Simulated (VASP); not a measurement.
# Cd (Fm-3m) in VASP: a series of runs

Runs on Cd. Level: LDA. Tasks: single point.

Program: VASP 6.6.1. These are calculated values, not measurements. Logs are shortened: lines on timing, memory, paths and dates and some standing lists are left out, and cuts for length are marked.

## Step 1: The cell of the first run

Symmetry: Fm-3m, No. 225, cubic system. Conventional cell: a = 4.248 Å, b = 4.248 Å, c = 4.248 Å, α = 90.00°, β = 90.00°, γ = 90.00°. Within 4.0 Å of Cd (site symmetry m-3m) lie 12 Cd at 3.00 Å.

## Step 2: Single point, LDA (volume scaled by 0.96)

Contents of INCAR:

```
ALGO = Normal
EDIFF = 1E-7
ENCUT = 520
ISIF = 2
ISMEAR = -1
LASPH = T
LCHARG = F
LREAL = F
LWAVE = F
NBANDS = 12
NELM = 60
PREC = Accurate
SIGMA = 0.1
```

Contents of KPOINTS:

```
k-points
0
Gamma
  14 14 14
```

Contents of POSCAR:

```
Cd
1.0
    0.0000000000      2.1237897273      2.1237897273
    2.1237897273      0.0000000000      2.1237897273
    2.1237897273      2.1237897273      0.0000000000
Cd
1
Direct
    0.0000000000      0.0000000000      0.0000000000
```

Potentials or basis: VASP PAW LDA potentials, release 64 (Cd).

Started as:

```console
$ cat potpaw_LDA.64/Cd/POTCAR > POTCAR
$ mpirun -np 1 vasp_std > vasp.out
```

OUTCAR:

```text
EDIFF = 1E-7
   ENCUT = 520
   ISIF = 2
   ISMEAR = -1
   LASPH = T
   LREAL = F
   NELM = 60
   PREC = Accurate

 ion  position               nearest neighbor table
   1  0.000  0.000  0.000-

  LATTYP: Found a face centered cubic cell.
 ALAT       =     4.2475794546

  Lattice vectors:

 A1 = (   0.0000000000,   2.1237897273,   2.1237897273)
 A2 = (   2.1237897273,   0.0000000000,   2.1237897273)
 A3 = (   2.1237897273,   2.1237897273,   0.0000000000)

Analysis of symmetry for initial positions (statically):
=====================================================================
 Subroutine PRICEL returns:
 Original cell was already a primitive cell.

 Routine SETGRP: Setting up the symmetry group for a
 face centered cubic supercell.

 Subroutine GETGRP returns: Found 48 space group operations
 (whereof 48 operations were pure point group operations)
 out of a pool of 48 trial point group operations.

The static configuration has the point symmetry O_h .

Analysis of symmetry for dynamics (positions and initial velocities):
=====================================================================
 Subroutine PRICEL returns:
 Original cell was already a primitive cell.

 Routine SETGRP: Setting up the symmetry group for a
 face centered cubic supercell.

 Subroutine GETGRP returns: Found 48 space group operations
 (whereof 48 operations were pure point group operations)
 out of a pool of 48 trial point group operations.

The dynamic configuration has the point symmetry O_h .

 Subroutine INISYM returns: Found 48 space group operations
 (whereof 48 operations are pure point group operations),
 and found     1 'primitive' translations

----------------------------------------------------------------------------------------

                                     Primitive cell

  volume of cell :      19.1586

  direct lattice vectors                    reciprocal lattice vectors
     0.000000000  2.123789727  2.123789727    -0.235428203  0.235428203  0.235428203
     2.123789727  0.000000000  2.123789727     0.235428203 -0.235428203  0.235428203
     2.123789727  2.123789727  0.000000000     0.235428203  0.235428203 -0.235428203

  length of vectors
     3.003492236  3.003492236  3.003492236     0.407773610  0.407773610  0.407773610

  position of ions in fractional coordinates (direct lattice)
     0.000000000  0.000000000  0.000000000

  ion indices of the primitive-cell ions
[... 80 lines left out ...]
   ISIF   =      2    stress and relaxation
   ISYM   =      2    0-nonsym 1-usesym 2-fastsym
   POTIM  = 0.5000    time-step for ionic-motion
   TEBEG  =    0.0;   TEEND  =   0.0 temperature during run
   PSTRESS=    0.0 pullay stress
   NELECT =      12.0000    total number of electrons
   NUPDOWN=      -1.0000    fix difference up-down
   EMIN   =  10.00;   EMAX   =-10.00  energy-range for DOS
   EFERMI =   0.00;   METHOD = LEGACY
   ISMEAR =    -1;   SIGMA  =   0.10  broadening in eV -4-tet -1-fermi 0-gaus
   EFERMI_NEDOS =   21; number of points for ismear=-14 and -15
   IALGO  =     38    algorithm
   IMIX   =      4    mixing-type and parameters
     AMIX     =   0.40;   BMIX     =  1.00
     AMIX_MAG =   1.60;   BMIX_MAG =  1.00
  volume/ion in A,a.u.               =      19.16       129.29
  Fermi-wavevector in a.u.,A,eV,Ry     =   1.400706  2.646951 26.694331  1.961978
  Thomas-Fermi vector in A             =   2.523640
   LORBIT       =      0    0 simple, 1 ext, 2 COOP (PROOUT), +10 PAW based schemes
   GGA     = CA    functional components
   LHFCALC =     F    Hartree Fock is set to
   AEXX    =    0.0000 exact exchange contribution
   IVDW    =     0    specifies the selected vdW correction
   LEPSILON=     F    determine dielectric tensor
   LRPA    =     F    only Hartree local field effects (RPA)
 non-spin polarized calculation
  energy-cutoff  :      520.00
  volume of cell :       19.16
 maximum number of plane-waves:       533
   NGX = 11   NGY = 11   NGZ = 11

 number of electron      12.0000001 magnetization

 Free energy of the ion-electron system (eV)
  ---------------------------------------------------
  ext. energy  EPLUGINS =         0.00000000
  ---------------------------------------------------
  free energy    TOTEN  =        -1.50253177 eV

  energy without entropy =       -1.49415801  energy(sigma->0) =       -1.49834489

 E-fermi :   3.6131     XC(G=0): -12.0316

 val. band max:        3.4441500402   @ k =  -0.4286   0.0714   0.0000
 cond. band min:       3.6919323551   @ k =  -0.3571   0.5000   0.1429
 fundamental gap:      0.2477823149
 Fermi energy:         3.6131396955

 k-point     1 :       0.0000    0.0000    0.0000
  band No.  band energies     occupation
      1      -6.2304      2.00000
      2      -5.8593      2.00000
      3      -5.8593      2.00000
      4      -5.8593      2.00000
      5      -5.2486      2.00000
      6      -5.2486      2.00000
      7      18.0411      0.00000
      8      19.7888      0.00000
      9      19.7888      0.00000
     10      19.7888      0.00000
     11      23.5530      0.00000
     12      23.5530      0.00000
[... 331 lines left out ...]
 k-point    24 :       0.2857    0.1429    0.0000
  band No.  band energies     occupation
      1      -6.1973      2.00000
      2      -5.7255      2.00000
      3      -5.5998      2.00000
      4      -5.5418      2.00000
      5      -5.0039      2.00000
      6      -3.7361      2.00000
      7      11.3492      0.00000
      8      15.3054      0.00000
      9      16.9398      0.00000
     10      17.5111      0.00000
     11      20.7874      0.00000
     12      25.1359      0.00000

 [... further k-points ...]

------------------------ aborting loop because EDIFF is reached ----------------------------------------

  FORCE on cell =-STRESS in cart. coord.  units (eV):
  Direction    XX          YY          ZZ          XY          YZ          ZX
  --------------------------------------------------------------------------------------
  -------------------------------------------------------------------------------------
  Total        0.4791514      0.4791514      0.4791514      0.0000000      0.0000000     -0.0000000
  in kB       40.0699532     40.0699532     40.0699532      0.0000000      0.0000000     -0.0000000
  external PRESSURE =      40.0699532 kB  Pullay stress =       0.0000000 kB

 VOLUME and BASIS-vectors are now :
 -----------------------------------------------------------------------------
  energy-cutoff  :      520.00
  volume of cell :       19.16
      direct lattice vectors                 reciprocal lattice vectors
     0.000000000  2.123789727  2.123789727    -0.235428203  0.235428203  0.235428203
     2.123789727  0.000000000  2.123789727     0.235428203 -0.235428203  0.235428203
     2.123789727  2.123789727  0.000000000     0.235428203  0.235428203 -0.235428203

 POSITION                                       TOTAL-FORCE (eV/Angst)
 -----------------------------------------------------------------------------------
      0.00000      0.00000      0.00000         0.000000      0.000000      0.000000
 -----------------------------------------------------------------------------------
    total drift:                               -0.000000     -0.000000     -0.000000

  FREE ENERGIE OF THE ION-ELECTRON SYSTEM (eV)
  ---------------------------------------------------
  free  energy   TOTEN  =        -1.5025317675 eV

  energy  without entropy=       -1.4941580063  energy(sigma->0) =       -1.49834489
```

Wall time 38 s (1 thread of AMD EPYC 7R43 (Zen 3), shared host); peak memory 0.1 GiB.

Results:

```
Free energy            : -1.5025 eV
Pressure               : 4.0 GPa
Band gap on the k mesh : zero (band 6 reaches 5.02 eV, above the bottom of band 7 at 2.50 eV)
```

Caveat: the cell differs from its parent crystal (volume scaled by 0.96).

## Step 3: Single point, LDA

This run uses another cell than the first one, of 19.96 Å³/atom, 1.042 times its volume.

Contents of INCAR:

```
SYSTEM = Cd
ALGO     = Normal         ! electronic algorithm
EDIFF    = 1E-6           ! SCF threshold, eV
ENCUT    = 520            ! plane-wave cutoff, eV
ISIF     = 2              ! what is computed and relaxed
ISMEAR   = -1             ! smearing method
LASPH    = .True.         ! aspherical terms in the spheres
LCHARG   = .False.        ! write CHGCAR
LREAL    = .False.        ! projectors in reciprocal space
LWAVE    = .False.        ! write WAVECAR
NBANDS   = 12             ! bands
NELM     = 100            ! most SCF steps
PREC     = Accurate       ! precision mode
SIGMA    = 0.1            ! smearing width, eV
```

Contents of KPOINTS:

```
k-points
0
Gamma
  14 14 14
  0 0 0
```

Contents of POSCAR:

```
Cd
1.0
    0.0000000000      2.1528863529      2.1528863529
    2.1528863529      0.0000000000      2.1528863529
    2.1528863529      2.1528863529      0.0000000000
Cd
1
Direct
    0.0000000000      0.0000000000      0.0000000000
```

Potentials or basis: VASP PAW LDA potentials, release 64 (Cd).

Started as:

```console
$ cat potpaw_LDA.64/Cd/POTCAR > POTCAR
$ mpirun -np 1 vasp_std > vasp.out
```

OUTCAR:

```text
SYSTEM = Cd
   EDIFF = 1E-6
   ENCUT = 520
   ISIF = 2
   ISMEAR = -1
   LASPH = .True.
   LREAL = .False.
   NELM = 100
   PREC = Accurate

 ion  position               nearest neighbor table
   1  0.000  0.000  0.000-

  LATTYP: Found a face centered cubic cell.
 ALAT       =     4.3057727058

  Lattice vectors:

 A1 = (   0.0000000000,   2.1528863529,   2.1528863529)
 A2 = (   2.1528863529,   0.0000000000,   2.1528863529)
 A3 = (   2.1528863529,   2.1528863529,   0.0000000000)

Analysis of symmetry for initial positions (statically):
[... 538 lines left out ...]

------------------------ aborting loop because EDIFF is reached ----------------------------------------

  FORCE on cell =-STRESS in cart. coord.  units (eV):
  Direction    XX          YY          ZZ          XY          YZ          ZX
  --------------------------------------------------------------------------------------
  -------------------------------------------------------------------------------------
  Total        0.0812234      0.0812234      0.0812234      0.0000000      0.0000000      0.0000000
  in kB        6.5207601      6.5207601      6.5207601      0.0000000      0.0000000      0.0000000
  external PRESSURE =       6.5207601 kB  Pullay stress =       0.0000000 kB

 VOLUME and BASIS-vectors are now :
 -----------------------------------------------------------------------------
  energy-cutoff  :      520.00
  volume of cell :       19.96
      direct lattice vectors                 reciprocal lattice vectors
     0.000000000  2.152886353  2.152886353    -0.232246351  0.232246351  0.232246351
     2.152886353  0.000000000  2.152886353     0.232246351 -0.232246351  0.232246351
     2.152886353  2.152886353  0.000000000     0.232246351  0.232246351 -0.232246351

 POSITION                                       TOTAL-FORCE (eV/Angst)
 -----------------------------------------------------------------------------------
      0.00000      0.00000      0.00000         0.000000      0.000000     -0.000000
 -----------------------------------------------------------------------------------
    total drift:                               -0.000000     -0.000000     -0.000000

  FREE ENERGIE OF THE ION-ELECTRON SYSTEM (eV)
  ---------------------------------------------------
  free  energy   TOTEN  =        -1.5138208130 eV

  energy  without entropy=       -1.5057989199  energy(sigma->0) =       -1.50980987
```

OSZICAR:

```text
N       E                     dE             d eps       ncg     rms          rms(c)
DAV:   1     0.707655390085E+02    0.70766E+02   -0.69822E+03  2664   0.101E+03
DAV:   2    -0.328236249538E+00   -0.71094E+02   -0.67409E+02  2716   0.241E+02
DAV:   3    -0.159369157830E+01   -0.12655E+01   -0.12648E+01  2976   0.358E+01
DAV:   4    -0.159533257465E+01   -0.16410E-02   -0.16410E-02  2808   0.130E+00
DAV:   5    -0.159533649958E+01   -0.39249E-05   -0.39252E-05  3024   0.633E-02    0.398E+00
DAV:   6    -0.152301856016E+01    0.72318E-01   -0.17350E-01  2908   0.550E+00    0.304E+00
DAV:   7    -0.151519672884E+01    0.78218E-02   -0.12951E-02  2956   0.115E+00    0.145E+00
DAV:   8    -0.151381368905E+01    0.13830E-02   -0.15696E-03  2680   0.563E-01    0.538E-02
DAV:   9    -0.151381953340E+01   -0.58443E-05   -0.32911E-06  3008   0.149E-02    0.145E-02
DAV:  10    -0.151382081712E+01   -0.12837E-05   -0.13386E-06  1664   0.150E-02    0.826E-04
DAV:  11    -0.151382081301E+01    0.41073E-08   -0.19768E-08  1472   0.157E-03
   1 F= -.15138208E+01 E0= -.15098099E+01  d E =-.802189E-02
```

stdout:

```text
POSCAR found type information on POSCAR Cd
 POSCAR found :  1 types and       1 ions
 scaLAPACK will be used
 LDA part: xc-table for (Slater(with rela. corr.)+CA(PZ))
 , standard interpolation
 POSCAR, INCAR and KPOINTS ok, starting setup
 FFT: planning ... GRIDC
 FFT: planning ... GRID_SOFT
 FFT: planning ... GRID
 WAVECAR not read
 entering main loop
```

Wall time 29 s (1 thread of AMD EPYC 7R43 (Zen 3), shared host); peak memory 0.1 GiB.

What came out:

| Quantity | Value |
| --- | --- |
| Free energy | -1.5138 eV |
| Pressure | 0.7 GPa |
| Band gap on the k mesh | zero (band 6 reaches 4.67 eV, above the bottom of band 7 at 2.07 eV) |

## Step 4: Single point, LDA (volume scaled by 1.04)

Contents of INCAR:

```
SYSTEM = Cd
PREC = Accurate
ENCUT = 520
EDIFF = 1E-6
ISMEAR = -1
SIGMA = 0.1
LREAL = .False.
LASPH = .True.
NELM = 60
ALGO = Normal
ISIF = 2
LWAVE = .False.
LCHARG = .False.
NBANDS = 12
```

Contents of KPOINTS:

```
regular mesh
0
Gamma
  14 14 14
  0 0 0
```

Contents of POSCAR:

```
Cd
1.0
    0.0000000000      2.1812170538      2.1812170538
    2.1812170538      0.0000000000      2.1812170538
    2.1812170538      2.1812170538      0.0000000000
Cd
1
Direct
    0.0000000000      0.0000000000      0.0000000000
```

Started as:

```console
$ cat potpaw_LDA.64/Cd/POTCAR > POTCAR
$ mpirun -np 1 vasp_std > vasp.out
```

It took 35 s on 1 thread of AMD EPYC 7R43 (Zen 3), shared host; peak memory 0.11 GiB.

It converged, with:

```yaml
Free_energy: -1.5104 eV
Pressure: -1.9 GPa
Band_gap_on_the_k_mesh: zero (band 6 reaches 4.35 eV, above the bottom of band 7 at 1.68 eV)
```

Levels at points of the mesh, in eV from the Fermi level:
| k point | band 4 | band 5 | band 6 | band 7 | band 8 | band 9 |
| --- | --- | --- | --- | --- | --- | --- |
| (0.00, 0.00, 0.00) | -9.16 | -8.66 | -8.66 | 14.20 | 15.41 | 15.41 |
| (0.50, 0.00, 0.00) | -8.24 | -8.24 | -2.48 | -1.24 | 12.92 | 12.92 |
| (0.50, 0.50, 0.00) | -8.13 | -8.13 | -0.91 | 1.57 | 6.94 | 6.94 |

Caveat: the cell differs from its parent crystal (volume scaled by 1.04).

## Step 5: Single point, LDA (volume scaled by 1.08)

Contents of INCAR:

```
  PREC = Accurate
  ENCUT = 520
  EDIFF = 1E-6
  ISMEAR = -1
  SIGMA = 0.1
  LREAL = False
  LASPH = True
  NELM = 100
  ALGO = Normal
  ISIF = 2
  LWAVE = False
  LCHARG = True
  LELF = True
  LVHAR = True
  NBANDS = 12
```

Contents of KPOINTS:

```
Automatic mesh
0
Gamma
  14 14 14
```

Contents of POSCAR:

```
Cd
1.0
    0.0000000000      2.2088303277      2.2088303277
    2.2088303277      0.0000000000      2.2088303277
    2.2088303277      2.2088303277      0.0000000000
Cd
1
Direct
    0.0000000000      0.0000000000      0.0000000000
```

Potentials or basis: VASP PAW LDA potentials, release 64 (Cd).

Started as:

```console
$ cat potpaw_LDA.64/Cd/POTCAR > POTCAR
$ mpirun -np 1 vasp_std > vasp.out
```

OUTCAR:

```text
PREC = Accurate
   ENCUT = 520
   EDIFF = 1E-6
   ISMEAR = -1
   LREAL = False
   LASPH = True
   NELM = 100
   ISIF = 2

 ion  position               nearest neighbor table
   1  0.000  0.000  0.000-

  LATTYP: Found a face centered cubic cell.
 ALAT       =     4.4176606554

  Lattice vectors:

 A1 = (   0.0000000000,   2.2088303277,   2.2088303277)
 A2 = (   2.2088303277,   0.0000000000,   2.2088303277)
 A3 = (   2.2088303277,   2.2088303277,   0.0000000000)

[... 536 lines left out ...]
     12      22.9789      0.00000

 [... further k-points ...]

------------------------ aborting loop because EDIFF is reached ----------------------------------------

  FORCE on cell =-STRESS in cart. coord.  units (eV):
  Direction    XX          YY          ZZ          XY          YZ          ZX
  --------------------------------------------------------------------------------------
  -------------------------------------------------------------------------------------
  Total       -0.5272430     -0.5272430     -0.5272430      0.0000000      0.0000000     -0.0000000
  in kB      -39.1926240    -39.1926240    -39.1926240      0.0000000      0.0000000     -0.0000000
  external PRESSURE =     -39.1926240 kB  Pullay stress =       0.0000000 kB

 VOLUME and BASIS-vectors are now :
 -----------------------------------------------------------------------------
  energy-cutoff  :      520.00
  volume of cell :       21.55
      direct lattice vectors                 reciprocal lattice vectors
     0.000000000  2.208830328  2.208830328    -0.226364150  0.226364150  0.226364150
     2.208830328  0.000000000  2.208830328     0.226364150 -0.226364150  0.226364150
     2.208830328  2.208830328  0.000000000     0.226364150  0.226364150 -0.226364150

 POSITION                                       TOTAL-FORCE (eV/Angst)
 -----------------------------------------------------------------------------------
      0.00000      0.00000      0.00000        -0.000000      0.000000      0.000000
 -----------------------------------------------------------------------------------
    total drift:                               -0.000000     -0.000000     -0.000000

  FREE ENERGIE OF THE ION-ELECTRON SYSTEM (eV)
  ---------------------------------------------------
  free  energy   TOTEN  =        -1.4956032449 eV

  energy  without entropy=       -1.4875540969  energy(sigma->0) =       -1.49157867
```

OSZICAR:

```text
N       E                     dE             d eps       ncg     rms          rms(c)
DAV:   1     0.695459305460E+02    0.69546E+02   -0.69504E+03  2720   0.988E+02
DAV:   2    -0.325152132005E+00   -0.69871E+02   -0.66317E+02  2680   0.236E+02
DAV:   3    -0.156437626175E+01   -0.12392E+01   -0.12386E+01  3008   0.353E+01
DAV:   4    -0.156596910459E+01   -0.15928E-02   -0.15928E-02  2804   0.126E+00
DAV:   5    -0.156597304897E+01   -0.39444E-05   -0.39445E-05  3044   0.632E-02    0.320E+00
DAV:   6    -0.150343074312E+01    0.62542E-01   -0.15076E-01  2928   0.500E+00    0.256E+00
DAV:   7    -0.149683965529E+01    0.65911E-02   -0.10860E-02  2944   0.100E+00    0.128E+00
DAV:   8    -0.149559575277E+01    0.12439E-02   -0.14249E-03  2676   0.522E-01    0.507E-02
DAV:   9    -0.149560204291E+01   -0.62901E-05   -0.36000E-06  3032   0.157E-02    0.124E-02
DAV:  10    -0.149560324654E+01   -0.12036E-05   -0.12717E-06  1696   0.152E-02    0.791E-04
DAV:  11    -0.149560324488E+01    0.16669E-08   -0.17354E-08  1484   0.149E-03
   1 F= -.14956032E+01 E0= -.14915787E+01  d E =-.804915E-02
```

stdout:

```text
POSCAR found type information on POSCAR Cd
 POSCAR found :  1 types and       1 ions
 scaLAPACK will be used
 LDA part: xc-table for (Slater(with rela. corr.)+CA(PZ))
 , standard interpolation
 POSCAR, INCAR and KPOINTS ok, starting setup
 FFT: planning ... GRIDC
 FFT: planning ... GRID_SOFT
 FFT: planning ... GRID
 WAVECAR not read
 entering main loop
```

Wall time 35 s (1 thread of AMD EPYC 7R43 (Zen 3), shared host); peak memory 0.11 GiB.

Results:

```yaml
Free_energy: -1.4956 eV
Pressure: -3.9 GPa
Band_gap_on_the_k_mesh: zero (band 6 reaches 4.06 eV, above the bottom of band 7 at 1.33 eV)
```

Levels at points of the mesh, in eV from the Fermi level:
```csv
k point,band 4,band 5,band 6,band 7,band 8,band 9
"(0.00, 0.00, 0.00)",-8.86,-8.58,-8.58,14.08,15.04,15.04
"(0.50, 0.00, 0.00)",-8.19,-8.19,-2.31,-1.30,12.58,12.58
"(0.50, 0.50, 0.00)",-8.09,-8.09,-0.80,1.43,6.81,6.81
```

Caveat: the cell differs from its parent crystal (volume scaled by 1.08).

## Step 6: Summary

```csv
cell,gap on the mesh (eV),pressure (GPa)
"a = 3.003 Å, angles 60.0°, 1 atom",none,4.0
"a = 3.045 Å, angles 60.0°, 1 atom",none,0.7
"a = 3.085 Å, angles 60.0°, 1 atom",none,-1.9
"a = 3.124 Å, angles 60.0°, 1 atom",none,-3.9
```

Alike in all rows: task single point; level LDA; potentials or basis VASP PAW LDA potentials, release 64 (Cd); no spin polarisation; k mesh 14 × 14 × 14; cutoff (eV) 520; smearing fermi-dirac 0.1 eV.

Absolute energies hang on the potentials; compare differences alone.
